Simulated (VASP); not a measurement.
Runs of VASP 6.6.1 on Ag. The structure is that of space group Im-3m (No. 229), or close to it. The cells are those of the table. This isn't the form of Ag at room conditions, which is fcc.

```tsv
task	cell	k mesh	cutoff (eV)	smearing	gap on the mesh (eV)	pressure (GPa)
single point	a = 2.840 Å, angles 109.5°, 1 atom	18 × 18 × 18	520	gaussian 0.1 eV	none	(a)
single point	a = 2.524 Å, angles 109.5°, 1 atom	20 × 20 × 20	520	gaussian 0.1 eV	none	(b)
single point	a = 2.831 Å, angles 109.5°, 1 atom	26 × 26 × 26	520	gaussian 0.15 eV	none	0.0
single point	a = 2.821 Å, angles 109.5°, 1 atom	18 × 18 × 18	520	gaussian 0.1 eV	none	1.1
relaxation of cell and atoms	relaxed to 90 GPa from a = 2.536 Å, angles 109.5°, 1 atom	20 × 20 × 20	600	gaussian 0.1 eV	none	90.0
single point	a = 2.743 Å, angles 109.5°, 1 atom	18 × 18 × 18	520	gaussian 0.1 eV	none	12.3
relaxation of cell and atoms	relaxed to 25 GPa from a = 2.672 Å, angles 109.5°, 1 atom	18 × 18 × 18	600	gaussian 0.1 eV	none	25.0
single point	a = 2.683 Å, angles 109.5°, 1 atom	18 × 18 × 18	520	gaussian 0.1 eV	none	25.5
```

Alike in all rows: level r2SCAN; potentials or basis VASP PAW PBE potentials, release 64 (Ag); no spin polarisation.

Q: Fill in the values left out.

A: (a) -0.8; (b) 91.7.

Caveats: the PAW data sets were made with another functional, which shifts forces and pressure a little; the cell stands under pressure (at least some runs); the cell is relaxed towards a set pressure, so the run minimises the enthalpy, not the energy (at least some runs).

A k mesh can miss the band edges, and the runs leave out spin-orbit coupling on Ag.

A gap of «none» marks levels without a gap at the run's occupations.
